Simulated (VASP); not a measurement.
Runs of VASP 6.6.1 on ScAl2Sb2As. The structure is that of space group P4/mmm (No. 123), or close to it. The cells are those of the table. 

```csv
task,cell,k mesh,cutoff (eV),gap on the mesh (eV),pressure (GPa),largest force (eV/Å)
single point,"a = 4.058, b = 4.058, c = 7.572 Å, 6 atoms",4 × 4 × 2,520,none,27.9,1.85
single point,"a = 5.532, b = 5.532, c = 5.515 Å, 6 atoms",4 × 4 × 4,520,none,0.1,(a)
single point,"a = 5.267, b = 5.267, c = 6.087 Å, 6 atoms",4 × 4 × 2,520,none,(b),0.03
relaxation of cell and atoms,"relaxed from a = 4.058, b = 4.058, c = 7.572 Å, 6 atoms",4 × 4 × 2,600,none,-0.1,0.03
```

Alike in all rows: level PBE; potentials or basis VASP PAW PBE potentials, release 64 (Sc_sv, Al, Sb, As); no spin polarisation; smearing gaussian 0.1 eV.

Task: Fill in the values left out.

Result: (a) 0.02; (b) 0.0.

Caveats: some runs use coarse meshes; spin-orbit coupling is left out, which moves the levels of the heavy elements; forces of over 1 eV/Å act on the atoms, so gaps and moduli don't describe the material at rest (some runs).

A k mesh can miss the band edges, and the runs leave out spin-orbit coupling on As, Sb.

A gap of «none» marks levels without a gap at the run's occupations.
